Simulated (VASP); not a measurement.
# Si2Ni (Fm-3m) in VASP: notebook, part 2 of 2

VASP 6.6.1. Earlier steps stand in the parts before.

## Step 4: Vibrations by perturbation theory, LDA

This run uses another cell than the first one, of 12.75 Å³/atom, 1.031 times its volume.

Input file INCAR:

```
SYSTEM = Si2Ni
PREC     = Accurate       ! precision mode
ENCUT    = 520            ! plane-wave cutoff, eV
EDIFF    = 1E-8           ! SCF threshold, eV
ISMEAR   = -1             ! smearing method
SIGMA    = 0.1            ! smearing width, eV
LREAL    = .FALSE.        ! projectors in reciprocal space
LASPH    = .TRUE.         ! aspherical terms in the spheres
NELM     = 80             ! most SCF steps
ALGO     = Normal         ! electronic algorithm
ISIF     = 2              ! what is computed and relaxed
LWAVE    = .FALSE.        ! write WAVECAR
LCHARG   = .TRUE.         ! write CHGCAR
IBRION   = 8              ! ionic algorithm
NSW      = 1              ! ionic steps
```

Input file KPOINTS:

```
regular mesh
0
G
  8 8 8
  0 0 0
```

Input file POSCAR:

```
Si2Ni
1.0
    0.0000000000      2.6744010878      2.6744010878
    2.6744010878      0.0000000000      2.6744010878
    2.6744010878      2.6744010878      0.0000000000
Si Ni
2 1
Direct
    0.2500000000      0.2500000000      0.2500000000
    0.7500000000      0.7500000000      0.7500000000
    0.0000000000      0.0000000000      0.0000000000
```

Potentials or basis: VASP PAW LDA potentials, release 64 (Si, Ni).

Launch:

```console
cat potpaw_LDA.64/Si/POTCAR potpaw_LDA.64/Ni/POTCAR > POTCAR
mpirun -np 1 vasp_std > vasp.out
```

OUTCAR:

```text
SYSTEM = Si2Ni
   PREC = Accurate
   ENCUT = 520
   EDIFF = 1E-8
   ISMEAR = -1
   LREAL = .FALSE.
   LASPH = .TRUE.
   NELM = 80
   ISIF = 2
   IBRION = 8
   NSW = 1

 ion  position               nearest neighbor table
   1  0.250  0.250  0.250-   3 2.32   3 2.32   3 2.32   3 2.32   2 2.67   2 2.67   2 2.67   2 2.67
                             2 2.67   2 2.67
   2  0.750  0.750  0.750-   3 2.32   3 2.32   3 2.32   3 2.32   1 2.67   1 2.67   1 2.67   1 2.67
                             1 2.67   1 2.67
   3  0.000  0.000  0.000-   2 2.32   2 2.32   2 2.32   1 2.32   2 2.32   1 2.32   1 2.32   1 2.32

  LATTYP: Found a face centered cubic cell.
 ALAT       =     5.3488021756

  Lattice vectors:

 A1 = (   0.0000000000,   2.6744010878,   2.6744010878)
 A2 = (   2.6744010878,   0.0000000000,   2.6744010878)
 A3 = (   2.6744010878,   2.6744010878,   0.0000000000)

[... 625 lines left out ...]
  x     0.00000     0.00000     0.00000     0.00000     0.00000     0.00000
  y     0.00000     0.00000     0.00000     0.00000     0.00000     0.00000
  z     0.00000     0.00000     0.00000     0.00000     0.00000     0.00000

 SECOND DERIVATIVES (NOT SYMMETRIZED)
 ------------------------------------
               1X          1Y          1Z          2X          2Y          2Z          3X          3Y          3Z
  1X    -8.181757    0.000000    0.000000    2.874183    0.000000    0.000000    5.307574    0.000000    0.000000
  1Y     0.000000   -8.181757    0.000000    0.000000    2.874183    0.000000    0.000000    5.307574    0.000000
  1Z     0.000000    0.000000   -8.181757    0.000000    0.000000    2.874183    0.000000    0.000000    5.307574
  2X     2.874183    0.000000    0.000000   -8.181757    0.000000    0.000000    5.307574    0.000000    0.000000
  2Y     0.000000    2.874183    0.000000    0.000000   -8.181757    0.000000    0.000000    5.307574    0.000000
  2Z     0.000000    0.000000    2.874183    0.000000    0.000000   -8.181757    0.000000    0.000000    5.307574
  3X     5.292746    0.000000    0.000000    5.292746    0.000000    0.000000  -10.585493    0.000000    0.000000
  3Y     0.000000    5.292746    0.000000    0.000000    5.292746    0.000000    0.000000  -10.585493    0.000000
  3Z     0.000000    0.000000    5.292746    0.000000    0.000000    5.292746    0.000000    0.000000  -10.585493

 Eigenvectors and eigenvalues of the dynamical matrix
 ----------------------------------------------------

   1 f  =    9.808697 THz    61.629863 2PiTHz  327.182924 cm-1    40.565494 meV
             X         Y         Z           dx          dy          dz
      1.337201  1.337201  1.337201     0.697409    0.116707    0.000000
      4.011602  4.011602  4.011602    -0.697409   -0.116707   -0.000000
      0.000000  0.000000  0.000000    -0.000000   -0.000000    0.000000
[... 43 lines left out ...]
   9 f/i=    0.006643 THz     0.041740 2PiTHz    0.221591 cm-1     0.027474 meV
             X         Y         Z           dx          dy          dz
      1.337201  1.337201  1.337201     0.448213   -0.208016   -0.000000
      4.011602  4.011602  4.011602     0.448213   -0.208016    0.000000
      0.000000  0.000000  0.000000     0.648839   -0.301127    0.000000

--------------------------------------------------------------------------------------------------------

 ELASTIC MODULI CONTR FROM IONIC RELAXATION (kBar)
 Direction    XX          YY          ZZ          XY          YZ          ZX
 --------------------------------------------------------------------------------
 XX          -0.0000     -0.0000     -0.0000     -0.0000     -0.0000      0.0000
 YY          -0.0000     -0.0000      0.0000      0.0000     -0.0000      0.0000
 ZZ          -0.0000      0.0000     -0.0000     -0.0000     -0.0000     -0.0000
 XY          -0.0000      0.0000     -0.0000   -435.8590     -0.0000     -0.0000
 YZ          -0.0000     -0.0000     -0.0000     -0.0000   -435.8590      0.0000
 ZX           0.0000      0.0000     -0.0000     -0.0000      0.0000   -435.8590
 --------------------------------------------------------------------------------
```

OSZICAR:

```text
N       E                     dE             d eps       ncg     rms          rms(c)
DAV:   1     0.697478353893E+02    0.69748E+02   -0.81010E+03   754   0.144E+03
DAV:   2    -0.179024849164E+02   -0.87650E+02   -0.83173E+02   789   0.255E+02
DAV:   3    -0.219048961050E+02   -0.40024E+01   -0.39112E+01   992   0.615E+01
[... 48 lines left out ...]
RMM:   9    -0.189734463852E+00    0.28175E-05   -0.63973E-09  2499   0.887E-04    0.147E-04
RMM:  10    -0.189734331614E+00    0.13224E-06   -0.28679E-10  2501   0.329E-04    0.300E-05
RMM:  11    -0.189734432790E+00   -0.10118E-06   -0.41222E-09  2705   0.160E-04    0.181E-05
RMM:  12    -0.189734323639E+00    0.10915E-06   -0.13929E-09  2717   0.858E-05    0.562E-06
RMM:  13    -0.189734292040E+00    0.31599E-07   -0.41480E-09  2779   0.661E-05    0.120E-06
RMM:  14    -0.189734296860E+00   -0.48198E-08   -0.15971E-09  2744   0.596E-05    0.566E-07
 Linear response finished
```

Wall time 57 s (1 thread of Intel Xeon 6975P-C (Granite Rapids), shared host); peak memory 0.23 GiB.

What came out:

| Quantity | Value |
| --- | --- |
| Highest phonon frequency at Γ, LO-TO splitting left out | 327 cm⁻¹ |

Phonon frequencies in cm⁻¹ (negative: imaginary):
| q point | frequencies |
| --- | --- |
| (0.000, 0.000, 0.000) | 0 0 0 317 317 317 327 327 327 |

Spin polarisation is off, so any magnetic state and its effect on volume and gap are missing.
